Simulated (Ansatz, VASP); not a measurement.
**Two plane-wave programs on Sc4BP3**

```
Sc B P
1.0
    -2.61801    2.61801    5.22007
     2.61801   -2.61801    5.22007
     2.61801    2.61801   -5.22007
Sc B P
4 1 3
Direct
  0.75450 0.75450 0.00000
  0.00000 0.50000 0.50000
  0.24550 0.24550 0.00000
  0.50000 0.00000 0.50000
  0.00000 0.00000 0.00000
  0.75000 0.25000 0.50000
  0.50000 0.50000 0.00000
  0.25000 0.75000 0.50000
```

Alike in both runs: functional PBE; k mesh 5 × 5 × 5; occupations gaussian, width 0.2 eV; no spin polarisation.

Ansatz relaxed the structure, and its values are those at the end. VASP's run is a single point on that final structure, the one shown.

|  | VASP | Ansatz |
| --- | --- | --- |
| version | VASP 6.6.1 | Ansatz 0.2.0 |
| potentials or method | VASP PAW PBE potentials, release 64 (Sc_sv, B, P), cutoff 520 eV | scalar-relativistic, plane waves, PAW |
| valence electrons in the cell | 62 | 62 |

|  | VASP | Ansatz | Ansatz less VASP |
| --- | --- | --- | --- |
| gap on the k mesh at the Fermi level (eV) | none | none | - |
| pressure (GPa) | 0.1 | -0.1 | -0.17 |

A gap of «none» marks a metal or a gap that the smearing closes.
